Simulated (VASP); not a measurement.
Set up this calculation in VASP 6.6.1, as the native input.

* Task: single point
* Functional: PBE
* Potentials or basis: VASP PAW PBE potentials, release 64 (K_sv)
* Cutoff: 520 eV
* k mesh: 8 × 8 × 8
* Occupations: fermi-dirac, width 0.1 eV
* Spin: no spin polarisation
* Dipole correction: no
* Further INCAR settings: ALGO = Normal; EDIFF = 1e-06; NBANDS = 16

The structure of K lies in POSCAR:

```
K
1.0
    0.0000000000      4.5342265846      4.5342265846
    4.5342265846      0.0000000000      4.5342265846
    4.5342265846      4.5342265846      0.0000000000
K
2
Direct
   -0.1250000000     -0.1250000000     -0.1250000000
    0.1250000000      0.1250000000      0.1250000000
```

This isn't the form of K at room conditions, which is bcc.

These files were run (other wordings do the same):

INCAR

```
SYSTEM = K
PREC = Accurate
ENCUT = 520
EDIFF = 1E-6
ISMEAR = -1
SIGMA = 0.1
LREAL = .False.
LASPH = .True.
NELM = 100
ALGO = Normal
ISIF = 2
LWAVE = .False.
LCHARG = .False.
GGA = PE
NBANDS = 16
```

KPOINTS

```
regular mesh
0
Gamma
  8 8 8
  0 0 0
```

Potentials or basis: VASP PAW PBE potentials, release 64 (K_sv).

Run with:

```bash
$ cat potpaw_PBE.64/K_sv/POTCAR > POTCAR
$ mpirun -np 1 vasp_std > vasp.out
```

It gave:

The pressure is 0.3 GPa and the band gap on the k mesh is zero (bands 9 and 10 overlap by 0.54 eV).

Wall time 53 s on 1 thread of AMD EPYC 9R45 96-Core Processor (Zen 5) (shared host), peak memory 0.3 GiB.
